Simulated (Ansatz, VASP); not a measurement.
# Two plane-wave programs on SiC

File INCAR:

```
ALGO = Normal ; EDIFF = 1E-6
ENCUT = 520 ; GGA = PE
ISIF = 2 ; ISMEAR = 0
LASPH = T ; LCHARG = F
LREAL = F ; LWAVE = F
NBANDS = 16 ; NELM = 60
PREC = Accurate ; SIGMA = 0.02
```

File KPOINTS:

```
k-points
0
Gamma
  12 12 6
```

The input POSCAR:

```
SiC
1.0
    3.1575429189      0.0000000000     -0.0056598367
   -1.5787714594      2.6994022770      0.0028299183
   -0.0092883200      0.0000000000      5.2002476800
Si C
2 2
Direct
    0.4167639486      0.7810942651     -0.0182334898
    0.6356696836      0.2189057349      0.4817665102
    0.3157846904      0.6840030131      0.4032334898
    0.6317816774      0.3159969869      0.9032334898
```

Input for Ansatz:

```yaml
crystal:
  lattice:
    - [3.1575429189, 0.0, -0.0056598367]
    - [-1.5787714594, 2.699402277, 0.0028299183]
    - [-0.00928832, 0.0, 5.20024768]
  atoms:
    - { symbol: Si, position: [0.4167639486, 0.7810942651, -0.0182334898] }
    - { symbol: Si, position: [0.6356696836, 0.2189057349, 0.4817665102] }
    - { symbol: C, position: [0.3157846904, 0.6840030131, 0.4032334898] }
    - { symbol: C, position: [0.6317816774, 0.3159969869, 0.9032334898] }
basis:
  ecutwfc: 420
kpoints:
  mp_grid: { grid: [12, 12, 6] }
hamiltonian:
  xc: pbe
scf:
  occupations: { method: gaussian, width: 0.02 }
output:
  forces: true
  stress: true
  eigenvalues: true
```

Alike in both runs: task single point; functional PBE; k mesh 12 × 12 × 6; occupations gaussian, width 0.02 eV; no spin polarisation.

|  | VASP | Ansatz |
| --- | --- | --- |
| version | VASP 6.6.1 | Ansatz 0.2.0 |
| potentials or method | VASP PAW PBE potentials, release 64 (Si, C), cutoff 520 eV | scalar-relativistic, plane waves, PAW |
| valence electrons in the cell | 16 | 16 |

```tsv
	VASP	Ansatz	Ansatz less VASP
gap on the k mesh at the Fermi level (eV)	1.02	1.03	+0.011
least direct gap on the mesh (eV)	2.82	2.82	+0.004
pressure (GPa)	25.1	25.4	+0.34
traceless stress, the component that is largest in VASP (GPa)	69.35	69.73	+0.372
rms of the force components (eV/Å)	8.437	8.468	+0.0311
```

Atom by atom the forces differ by 0.032 eV/Å (rms over components).
